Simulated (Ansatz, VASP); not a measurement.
# Si2Ni in VASP and in Ansatz

```
CELL_PARAMETERS angstrom
0.00000 2.70300 2.70300
2.70300 0.00000 2.70300
2.70300 2.70300 0.00000
ATOMIC_POSITIONS crystal
Ni 0.00000 0.00000 0.00000
Si 0.75000 0.75000 0.75000
Si 0.25000 0.25000 0.25000
```

Alike in both runs: functional BLYP; k mesh 9 × 9 × 9; occupations fermi-dirac, width 0.05 eV; collinear spin.

```csv
,VASP,Ansatz
version,VASP 6.6.1,Ansatz 0.2.0
potentials or method,"VASP PAW PBE potentials, release 64 (Ni, Si)",Ansatz PAW
plane-wave cutoff (eV),520,420
valence electrons in the cell,18,26
task,single point,band structure
```

|  | VASP | Ansatz | Ansatz less VASP |
| --- | --- | --- | --- |
| gap on the k mesh at the Fermi level (eV) | none | none | - |
| pressure (GPa) | 11.7 | 11.1 | -0.51 |
| net moment per atom (μB) | 0.00 | 0.00 | 0.000 |

VASP's potentials were made for PBE, not for BLYP. A gap of «none» marks a metal or a gap that the smearing closes. With one functional, cell and mesh, what is left measures potentials, basis and numerics. VASP's potentials hold 18 valence electrons a cell and Ansatz's 26, so a difference there can come from the potentials and not from the codes.
